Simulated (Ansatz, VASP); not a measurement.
AlNi3 in VASP and in Ansatz

```xyz
4
Lattice="0.0000 2.8019 2.8019 2.8019 0.0000 2.8019 2.8019 2.8019 0.0000" Properties=species:S:1:pos:R:3 pbc="T T T"
Al    2.8019    2.8019    2.8019
Ni    1.4009    1.4009    1.4009
Ni    0.0000    0.0000    0.0000
Ni    4.2028    4.2028    4.2028
```

Alike in both runs: task single point; functional PBE; k mesh 22 × 22 × 22; occupations gaussian, width 0.1 eV; no spin polarisation.

|  | VASP | Ansatz |
| --- | --- | --- |
| version | VASP 6.6.1 | Ansatz 0.2.0 |
| potentials or method | VASP PAW PBE potentials, release 64 (Al, Ni), cutoff 520 eV | scalar-relativistic, plane waves, PAW |
| valence electrons in the cell | 33 | 57 |

|  | VASP | Ansatz | Ansatz less VASP |
| --- | --- | --- | --- |
| gap on the k mesh at the Fermi level (eV) | none | none | - |
| pressure (GPa) | 7.1 | 7.1 | +0.05 |

A gap of «none» marks a metal or a gap that the smearing closes. The functional is the same, so the differences come from potentials, cutoffs and numerics. VASP's potentials hold 33 valence electrons a cell and Ansatz's 57, so a difference there can come from the potentials and not from the codes.
